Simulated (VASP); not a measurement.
# SbS5 (P6/mmm) in VASP: relaxation of cell and atoms with PBE

Aim: the relaxation of cell and atoms of SbS5 with PBE.

Everything below comes from runs of VASP 6.6.1. Logs are shortened: lines on timing, memory, paths and dates and some standing lists are left out, and cuts for length are marked.

### 1 The cell of the first run

It takes space group P6/mmm (No. 191, hexagonal). Conventional cell: a = 5.959 Å, b = 5.959 Å, c = 4.814 Å, α = 90.00°, β = 90.00°, γ = 120.00°. Within 4.5 Å of Sb (site symmetry 6/mmm) lie 18 S at 3.44 to 3.83 Å. S (site symmetry -6m2) has 9 S at 2.96 to 3.44 Å and 3 Sb at 3.44 Å within 3.9 Å. S (site symmetry mmm) has 8 S at 2.96 to 2.98 Å and 4 Sb at 3.83 Å within 3.9 Å.

The cell was generated, and may not be a known phase.

### 2 Relaxation of cell and atoms, PBE

Contents of INCAR:

```
SYSTEM = SbS5
PREC = Accurate
ENCUT = 500
EDIFF = 1E-7
ISMEAR = 0
SIGMA = 0.1
LREAL = .FALSE.
LASPH = .TRUE.
NELM = 120
ALGO = Normal
ISIF = 3
LWAVE = .FALSE.
LCHARG = .FALSE.
GGA = PE
IBRION = 2
NSW = 90
EDIFFG = -0.04
GGA_COMPAT = .FALSE.
NELMIN = 4
```

Contents of KPOINTS:

```
Automatic mesh
0
G
  3 3 4
  0 0 0
```

Contents of POSCAR:

```
SbS5
1.0
    5.9587039300      0.0000000000      0.0000000000
   -2.9793519700      5.1603889800      0.0000000000
    0.0000000000      0.0000000000      4.8137037600
Sb S
1 5
Direct
    0.0000000000      0.0000000000      0.0000000000
    0.3333333300      0.6666666700      0.0000000000
    0.6666666700      0.3333333300      0.0000000000
    0.5000000000      0.0000000000      0.5000000000
    0.5000000000      0.5000000000      0.5000000000
    0.0000000000      0.5000000000      0.5000000000
```

Potentials or basis: VASP PAW PBE potentials, release 64 (Sb_d_GW, S).

Started as:

```console
$ cat potpaw_PBE.64/Sb_d_GW/POTCAR potpaw_PBE.64/S/POTCAR > POTCAR
$ mpirun -np 1 vasp_std > vasp.out
```

OUTCAR:

```text
SYSTEM = SbS5
   PREC = Accurate
   ENCUT = 500
   EDIFF = 1E-7
   ISMEAR = 0
   LREAL = .FALSE.
   LASPH = .TRUE.
   NELM = 120
   ISIF = 3
   GGA = PE
   IBRION = 2
   NSW = 90
   EDIFFG = -0.04
   NELMIN = 4

 ion  position               nearest neighbor table
   1  0.000  0.000  0.000-
   2  0.333  0.667  0.000-
   3  0.667  0.333  0.000-
   4  0.500  0.000  0.500-
   5  0.500  0.500  0.500-
   6  0.000  0.500  0.500-

  LATTYP: Found a hexagonal cell.
 ALAT       =     5.9587039300
 C/A-ratio  =     0.8078440910

  Lattice vectors:

 A1 = (   5.9587039300,   0.0000000000,   0.0000000000)
 A2 = (  -2.9793519700,   5.1603889800,   0.0000000000)
 A3 = (   0.0000000000,   0.0000000000,   4.8137037600)

Analysis of symmetry for initial positions (statically):
=====================================================================
 Subroutine PRICEL returns:
 Original cell was already a primitive cell.

 Routine SETGRP: Setting up the symmetry group for a
 hexagonal supercell.

 Subroutine GETGRP returns: Found 24 space group operations
 (whereof 24 operations were pure point group operations)
 out of a pool of 24 trial point group operations.

The static configuration has the point symmetry D_6h.

Analysis of symmetry for dynamics (positions and initial velocities):
=====================================================================
 Subroutine PRICEL returns:
 Original cell was already a primitive cell.

 Routine SETGRP: Setting up the symmetry group for a
 hexagonal supercell.

 Subroutine GETGRP returns: Found 24 space group operations
 (whereof 24 operations were pure point group operations)
 out of a pool of 24 trial point group operations.

The dynamic configuration has the point symmetry D_6h.

 Subroutine INISYM returns: Found 24 space group operations
 (whereof 24 operations are pure point group operations),
 and found     1 'primitive' translations

----------------------------------------------------------------------------------------

                                     Primitive cell

  volume of cell :     148.0177

  direct lattice vectors                    reciprocal lattice vectors
     5.958703930  0.000000000  0.000000000     0.167821730  0.096891921  0.000000000
    -2.979351970  5.160388980  0.000000000     0.000000000  0.193783841  0.000000000
     0.000000000  0.000000000  4.813703760     0.000000000  0.000000000  0.207740245

  length of vectors
     5.958703930  5.958703935  4.813703760     0.193783842  0.193783841  0.207740245

  position of ions in fractional coordinates (direct lattice)
     0.000000000  0.000000000  0.000000000
     0.333333330  0.666666670  0.000000000
     0.666666670  0.333333330  0.000000000
     0.500000000  0.000000000  0.500000000
     0.500000000  0.500000000  0.500000000
[... 67 lines left out ...]
   LREAL  =      F    real-space projection
   EDIFFG = -.4E-01   stopping-criterion for IOM
   NSW    =     90    number of steps for IOM
   IBRION =      2    ionic relax: 0-MD 1-quasi-New 2-CG
   NFREE  =      1    steps in history (QN), initial steepest desc. (CG)
   ISIF   =      3    stress and relaxation
   ISYM   =      2    0-nonsym 1-usesym 2-fastsym
   POTIM  = 0.5000    time-step for ionic-motion
   TEBEG  =    0.0;   TEEND  =   0.0 temperature during run
   PSTRESS=    0.0 pullay stress
   NELECT =      45.0000    total number of electrons
   NUPDOWN=      -1.0000    fix difference up-down
   EMIN   =  10.00;   EMAX   =-10.00  energy-range for DOS
   EFERMI =   0.00;   METHOD = LEGACY
   ISMEAR =     0;   SIGMA  =   0.10  broadening in eV -4-tet -1-fermi 0-gaus
   EFERMI_NEDOS =   21; number of points for ismear=-14 and -15
   IALGO  =     38    algorithm
   IMIX   =      4    mixing-type and parameters
     AMIX     =   0.40;   BMIX     =  1.00
     AMIX_MAG =   1.60;   BMIX_MAG =  1.00
  volume/ion in A,a.u.               =      24.67       166.48
  Fermi-wavevector in a.u.,A,eV,Ry     =   1.100798  2.080207 16.486957  1.211757
  Thomas-Fermi vector in A             =   2.237215
   LORBIT       =      0    0 simple, 1 ext, 2 COOP (PROOUT), +10 PAW based schemes
   GGA     = PE    functional components
   LHFCALC =     F    Hartree Fock is set to
   AEXX    =    0.0000 exact exchange contribution
   IVDW    =     0    specifies the selected vdW correction
   LEPSILON=     F    determine dielectric tensor
   LRPA    =     F    only Hartree local field effects (RPA)
 conjugate gradient relaxation of ions
 non-spin polarized calculation
 Gauss-broadening in eV      SIGMA  =   0.10
  energy-cutoff  :      500.00
  volume of cell :      148.02
 maximum number of plane-waves:      3774
 NGX is ok and might be reduce to    48
   NGX = 21   NGY = 21   NGZ = 17

--------------------------------------- Ionic step        1  -------------------------------------------

 number of electron      45.0000005 magnetization

 Free energy of the ion-electron system (eV)
  ---------------------------------------------------
  ext. energy  EPLUGINS =         0.00000000
  ---------------------------------------------------
  free energy    TOTEN  =       -17.19897851 eV

  energy without entropy =      -17.13675176  energy(sigma->0) =      -17.16786513

 E-fermi :   3.4828     XC(G=0):  -9.4117

 val. band max:        3.4667645946   @ k =   0.3333   0.0000   0.5000
 cond. band min:       3.5066753508   @ k =   0.0000   0.0000   0.2500
 fundamental gap:      0.0399107562
 Fermi energy:         3.4827654481

 k-point     1 :       0.0000    0.0000    0.0000
  band No.  band energies     occupation
      1     -26.5086      2.00000
      2     -26.5086      2.00000
      3     -26.4652      2.00000
      4     -26.4652      2.00000
      5     -26.4490      2.00000
      6     -10.7105      2.00000
[... 372 lines left out ...]
  FREE ENERGIE OF THE ION-ELECTRON SYSTEM (eV)
  ---------------------------------------------------
  free  energy   TOTEN  =       -18.8262098274 eV

  energy  without entropy=      -18.7781509605  energy(sigma->0) =      -18.80218039

[... ionic steps 4 to 16 ...]

--------------------------------------- Ionic step       17  -------------------------------------------

 number of electron      44.9999998 magnetization

------------------------ aborting loop because EDIFF is reached ----------------------------------------
[... 75 lines left out ...]
--------------------------------------- Ionic step       19  -------------------------------------------

 number of electron      44.9999996 magnetization

 Free energy of the ion-electron system (eV)
  ---------------------------------------------------
  ext. energy  EPLUGINS =         0.00000000
  ---------------------------------------------------
  free energy    TOTEN  =       -19.88556221 eV

  energy without entropy =      -19.87200612  energy(sigma->0) =      -19.87878416

 E-fermi :   5.9732     XC(G=0): -10.2603

 val. band max:        5.8951079632   @ k =   0.3333   0.0000   0.0000
 cond. band min:       6.0863844030   @ k =   0.3333   0.0000   0.5000
 fundamental gap:      0.1912764398
 Fermi energy:         5.9731589443

 k-point     1 :       0.0000    0.0000    0.0000
  band No.  band energies     occupation
      1     -23.3860      2.00000
      2     -23.3860      2.00000
      3     -23.3661      2.00000
      4     -23.3201      2.00000
      5     -23.3201      2.00000
      6     -11.0214      2.00000
[... 292 lines left out ...]
  FREE ENERGIE OF THE ION-ELECTRON SYSTEM (eV)
  ---------------------------------------------------
  free  energy   TOTEN  =       -19.8855622053 eV

  energy  without entropy=      -19.8720061178  energy(sigma->0) =      -19.87878416

 reached required accuracy - stopping structural energy minimisation
```

OSZICAR:

```text
N       E                     dE             d eps       ncg     rms          rms(c)
DAV:   1     0.368485990132E+03    0.36849E+03   -0.17709E+04   732   0.108E+04
DAV:   2     0.300285766537E+02   -0.33846E+03   -0.33252E+03   828   0.175E+03
DAV:   3    -0.140338419892E+02   -0.44062E+02   -0.42509E+02   884   0.194E+02
[... 225 lines left out ...]
DAV:   5    -0.198856817635E+02    0.42069E-03   -0.41202E-04   709   0.532E-01    0.114E-01
DAV:   6    -0.198855637193E+02    0.11804E-03   -0.86388E-05   764   0.234E-01    0.191E-02
DAV:   7    -0.198855624677E+02    0.12517E-05   -0.58504E-06   806   0.292E-02    0.868E-03
DAV:   8    -0.198855621083E+02    0.35933E-06   -0.39234E-07   490   0.137E-02    0.304E-03
DAV:   9    -0.198855622053E+02   -0.96941E-07   -0.14424E-07   393   0.516E-03
  19 F= -.19885562E+02 E0= -.19878784E+02  d E =-.194960E-01
```

CONTCAR:

```text
SbS5
   1.00000000000000
     6.4907393667338740   -0.0000000002671720    0.0000000000000000
    -3.2453696890447503    5.6211451846023328    0.0000000000000002
     0.0000000000000000   -0.0000000000000000    3.2937808555400565
  Sb              S
     1     5
Direct
     0.0000000000000000    0.0000000000000000    0.0000000000000000
     0.3333333300000021    0.6666666699999979    0.0000000000000000
     0.6666666699999979    0.3333333300000021    0.0000000000000000
     0.5000000000000000    0.0000000000000000    0.5000000000000000
     0.5000000000000000    0.5000000000000000    0.5000000000000000
     0.0000000000000000    0.5000000000000000    0.5000000000000000

  0.00000000E+00  0.00000000E+00  0.00000000E+00
  0.00000000E+00  0.00000000E+00  0.00000000E+00
  0.00000000E+00  0.00000000E+00  0.00000000E+00
  0.00000000E+00  0.00000000E+00  0.00000000E+00
  0.00000000E+00  0.00000000E+00  0.00000000E+00
  0.00000000E+00  0.00000000E+00  0.00000000E+00
```

It took 9.2 min on 1 thread of Intel Xeon Platinum 8375C at 2.90GHz (Ice Lake), shared host; peak memory 0.3 GiB.

Results:

* Free energy: -19.8856 eV
* Relaxed volume: 20.03 Å³/atom
* Relaxed cell: a = 6.491 Å, b = 6.491 Å, c = 3.294 Å, α = 90.00°, β = 90.00°, γ = 120.00°
* Space group after relaxing (to 0.1 Å): P6/mmm (No. 191)
* Energy gained by relaxing: 447.8 meV/atom
* Ionic steps: 19
* Pressure after relaxing: 0.1 GPa
* Band gap on the k mesh: zero (an odd number of electrons rules out a gap without spin polarisation)

Stress tensor (GPa, compression positive):
```
0.16 0.00 0.00
0.00 0.16 0.00
0.00 0.00 0.04
```

Step by step:
```tsv
step	energy change (eV)	largest force (eV/Å)	pressure (GPa)	volume (Å³)
1	0.0000	0.0000	-10.57	148.02
2	-1.5755	0.0000	-2.79	115.80
3	-1.6272	0.0000	-0.13	110.88
4	-1.6276	0.0000	0.29	110.21
5	-1.6739	0.0000	0.54	110.05
6	-1.8559	0.0000	1.35	109.35
7	-1.8588	0.0000	5.80	106.92
8	-1.8740	0.0000	5.63	107.20
9	-1.9414	0.0000	5.25	108.02
10	-2.1112	0.0000	5.11	109.60
11	-2.4574	0.0000	3.79	112.49
12	-2.4792	0.0000	3.35	117.08
13	-2.6247	0.0000	3.30	115.49
14	-2.6320	0.0000	3.33	115.15
15	-2.6584	0.0000	2.28	116.34
16	-2.6647	0.0000	0.82	118.19
17	-2.6671	0.0000	1.29	117.56
18	-2.6751	0.0000	0.99	118.22
19	-2.6866	0.0000	0.12	120.17
```

Final structure:
```
Sb S
1.0
     6.49074    0.00000    0.00000
    -3.24537    5.62115    0.00000
     0.00000    0.00000    3.29378
Sb S
1 5
Direct
  0.00000 0.00000 0.00000
  0.33333 0.66667 0.00000
  0.66667 0.33333 0.00000
  0.50000 0.00000 0.50000
  0.50000 0.50000 0.50000
  0.00000 0.50000 0.50000
```

Caveat: the k points lie up to 0.48 Å⁻¹ apart in the final cell, too coarse for converged energies and pressures of a metal; the volume moved by over 15 % at a fixed basis, so the end points are rough; spin-orbit coupling is left out, which moves the levels of the heavy elements; an odd number of electrons without spin polarisation forces a metal; a magnetic or distorted state may lie lower.

The gap in the log of VASP goes by the Fermi energy; the results here count the filled bands.